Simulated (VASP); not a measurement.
# FePt (P4/mmm) in VASP: single point with LDA

Aim: the single point of FePt with LDA.

Everything below comes from runs of VASP 6.6.1. Logs are shortened: lines on timing, memory, paths and dates and some standing lists are left out, and cuts for length are marked.

## Step 1: The cell of the first run

The structure is tetragonal, space group P4/mmm (No. 123). Conventional cell: a = 2.730 Å, b = 2.730 Å, c = 3.710 Å, α = 90.00°, β = 90.00°, γ = 90.00°. Within 3.5 Å of Fe (site symmetry 4/mmm) lie 8 Pt at 2.68 Å and 4 Fe at 2.73 Å. Pt (site symmetry 4/mmm) has 8 Fe at 2.68 Å and 4 Pt at 2.73 Å within 3.5 Å.

## Step 2: Single point, LDA, non-collinear spin, typed start, spin-orbit coupling

INCAR

```
SYSTEM = FePt
PREC = Accurate ; ENCUT = 520
EDIFF = 1E-6 ; ISMEAR = -1
SIGMA = 0.1 ; LREAL = .False.
LASPH = .True. ; NELM = 150
ALGO = Normal ; ISIF = 2
LWAVE = .False. ; LCHARG = .True.
MAGMOM = 0 0 3 0 0 0 ; LORBIT = 11
LSORBIT = .True. ; GGA_COMPAT = .False.
LORBMOM = .True. ; LMAXMIX = 4
LVHAR = .True. ; NBANDS = 30
```

KPOINTS

```
regular mesh
0
Gamma
  8 8 6
  0 0 0
```

POSCAR

```
FePt
1.0
    2.7300000000      0.0000000000      0.0000000000
    0.0000000000      2.7300000000      0.0000000000
    0.0000000000      0.0000000000      3.7100000000
Fe Pt
1 1
Direct
    0.0000000000      0.0000000000      0.0000000000
    0.5000000000      0.5000000000      0.5000000000
```

Potentials or basis: VASP PAW LDA potentials, release 64 (Fe, Pt).

On the command line:

```sh
> cat potpaw_LDA.64/Fe/POTCAR potpaw_LDA.64/Pt/POTCAR > POTCAR
> mpirun -np 1 vasp_ncl > vasp.out
```

OUTCAR:

```text
SYSTEM = FePt
   PREC = Accurate
   ENCUT = 520
   EDIFF = 1E-6
   ISMEAR = -1
   LREAL = .False.
   LASPH = .True.
   NELM = 150
   ISIF = 2
   LORBIT = 11
   LSORBIT = .True.

 ion  position               nearest neighbor table
   1  0.000  0.000  0.000-   2 2.68   2 2.68   2 2.68   2 2.68   2 2.68   2 2.68   2 2.68   2 2.68

   2  0.500  0.500  0.500-   1 2.68   1 2.68   1 2.68   1 2.68   1 2.68   1 2.68   1 2.68   1 2.68

  LATTYP: Found a simple tetragonal cell.
 ALAT       =     2.7300000000
 C/A-ratio  =     1.3589743590

  Lattice vectors:

 A1 = (   2.7300000000,   0.0000000000,   0.0000000000)
 A2 = (   0.0000000000,   2.7300000000,   0.0000000000)
 A3 = (   0.0000000000,   0.0000000000,   3.7100000000)

Analysis of symmetry for initial positions (statically):
=====================================================================
 Subroutine PRICEL returns:
 Original cell was already a primitive cell.

 Routine SETGRP: Setting up the symmetry group for a
 simple tetragonal supercell.

 Subroutine GETGRP returns: Found 16 space group operations
 (whereof 16 operations were pure point group operations)
 out of a pool of 16 trial point group operations.

The static configuration has the point symmetry D_4h.

Analysis of symmetry for dynamics (positions and initial velocities):
=====================================================================
 Subroutine PRICEL returns:
 Original cell was already a primitive cell.

 Routine SETGRP: Setting up the symmetry group for a
 simple tetragonal supercell.

 Subroutine GETGRP returns: Found 16 space group operations
 (whereof 16 operations were pure point group operations)
 out of a pool of 16 trial point group operations.

The dynamic configuration has the point symmetry D_4h.

Analysis of structural, dynamic, and magnetic symmetry:
=====================================================================
 Subroutine PRICEL returns:
 Original cell was already a primitive cell.

 Routine SETGRP: Setting up the symmetry group for a
 simple tetragonal supercell.

 Subroutine GETGRP returns: Found  8 space group operations
 (whereof  8 operations were pure point group operations)
 out of a pool of 16 trial point group operations.

The overall configuration has the point symmetry C_4h.

 Subroutine INISYM returns: Found  8 space group operations
 (whereof  8 operations are pure point group operations),
 and found     1 'primitive' translations

----------------------------------------------------------------------------------------

[... 967 lines left out ...]
    total drift:                               -0.000000      0.000000      0.000000

  FREE ENERGIE OF THE ION-ELECTRON SYSTEM (eV)
  ---------------------------------------------------
  free  energy   TOTEN  =       -17.3479035209 eV

  energy  without entropy=      -17.2942869985  energy(sigma->0) =      -17.32109526

 orbital moment (x)

 # of ion     p       d       tot
 ----------------------------------------
  1         0.000   0.000   0.000
  2        -0.000   0.000   0.000
 ----------------------------------------
           -0.000   0.000   0.000

 orbital moment (y)

 # of ion     p       d       tot
 ----------------------------------------
  1         0.000   0.000   0.000
  2        -0.000  -0.000  -0.000
 ----------------------------------------
           -0.000   0.000   0.000

 orbital moment (z)

 # of ion     p       d       tot
 ----------------------------------------
  1         0.000   0.068   0.068
  2         0.003   0.052   0.055
 ----------------------------------------
            0.003   0.120   0.123

 Spin-Orbit-Coupling matrix elements

 Ion:    1  E_soc:     -0.0085104
 l=   1
     0.0000000    -0.0004683    -0.0004229
    -0.0004683     0.0000000    -0.0004683
    -0.0004229    -0.0004683     0.0000000
 l=   2
     0.0000000     0.0000029     0.0000000     0.0000029    -0.0012568
     0.0000029     0.0000000    -0.0006351    -0.0002884    -0.0000430
     0.0000000    -0.0006351     0.0000000    -0.0006351     0.0000000
     0.0000029    -0.0002884    -0.0006351     0.0000000    -0.0000430
    -0.0012568    -0.0000430     0.0000000    -0.0000430     0.0000000
 l=   3
     0.0000000     0.0000000     0.0000000     0.0000000     0.0000000     0.0000000     0.0000000
     0.0000000     0.0000000     0.0000000     0.0000000     0.0000000     0.0000000     0.0000000
     0.0000000     0.0000000     0.0000000     0.0000000     0.0000000     0.0000000     0.0000000
     0.0000000     0.0000000     0.0000000     0.0000000     0.0000000     0.0000000     0.0000000
     0.0000000     0.0000000     0.0000000     0.0000000     0.0000000     0.0000000     0.0000000
     0.0000000     0.0000000     0.0000000     0.0000000     0.0000000     0.0000000     0.0000000
     0.0000000     0.0000000     0.0000000     0.0000000     0.0000000     0.0000000     0.0000000

 Ion:    2  E_soc:     -0.7450041
 l=   1
     0.0000000    -0.0367952    -0.0381653
    -0.0367952     0.0000000    -0.0367952
    -0.0381653    -0.0367952     0.0000000
 l=   2
     0.0000000    -0.0162860     0.0000000    -0.0162860    -0.0684409
    -0.0162860     0.0000000    -0.0549561    -0.0155827    -0.0171193
     0.0000000    -0.0549561     0.0000000    -0.0549561     0.0000000
    -0.0162860    -0.0155827    -0.0549561     0.0000000    -0.0171193
    -0.0684409    -0.0171193     0.0000000    -0.0171193     0.0000000
 l=   3
     0.0000000     0.0000000     0.0000000     0.0000000     0.0000000     0.0000000     0.0000000
     0.0000000     0.0000000     0.0000000     0.0000000     0.0000000     0.0000000     0.0000000
     0.0000000     0.0000000     0.0000000     0.0000000     0.0000000     0.0000000     0.0000000
     0.0000000     0.0000000     0.0000000     0.0000000     0.0000000     0.0000000     0.0000000
     0.0000000     0.0000000     0.0000000     0.0000000     0.0000000     0.0000000     0.0000000
     0.0000000     0.0000000     0.0000000     0.0000000     0.0000000     0.0000000     0.0000000
     0.0000000     0.0000000     0.0000000     0.0000000     0.0000000     0.0000000     0.0000000

 total charge

# of ion       s       p       d       tot
------------------------------------------
    1        0.410   0.451   6.157   7.018
    2        0.714   0.673   8.021   9.409
--------------------------------------------------
tot          1.124   1.124  14.178  16.426

 magnetization (x)

# of ion       s       p       d       tot
------------------------------------------
    1        0.000   0.000   0.000   0.000
    2       -0.000   0.000   0.000   0.000
--------------------------------------------------
tot          0.000   0.000   0.000   0.000

 magnetization (y)

# of ion       s       p       d       tot
------------------------------------------
    1        0.000   0.000   0.000   0.000
    2       -0.000   0.000  -0.000   0.000
--------------------------------------------------
tot         -0.000   0.000   0.000   0.000

 magnetization (z)

# of ion       s       p       d       tot
------------------------------------------
    1        0.003   0.002   2.776   2.781
    2       -0.020  -0.047   0.409   0.342
--------------------------------------------------
tot         -0.018  -0.045   3.185   3.123
```

Wall time 1.7 min (1 thread of Intel Xeon Platinum 8259CL at 2.50GHz (Skylake/Cascade Lake), shared host); peak memory 0.23 GiB.

What came out:

| Property | Result |
| --- | --- |
| Free energy | -17.3479 eV |
| Pressure | -13.4 GPa |
| Net moment | 3.18 μB per cell |
| Valence electrons inside the program's atomic spheres | Fe 7.02; Pt 9.41 |

Moments on the atoms (μB; x, y, z):
```
Fe  0.00 0.00 2.78
Pt  0.00 0.00 0.34
```

Caveat: the cell stands under tension.
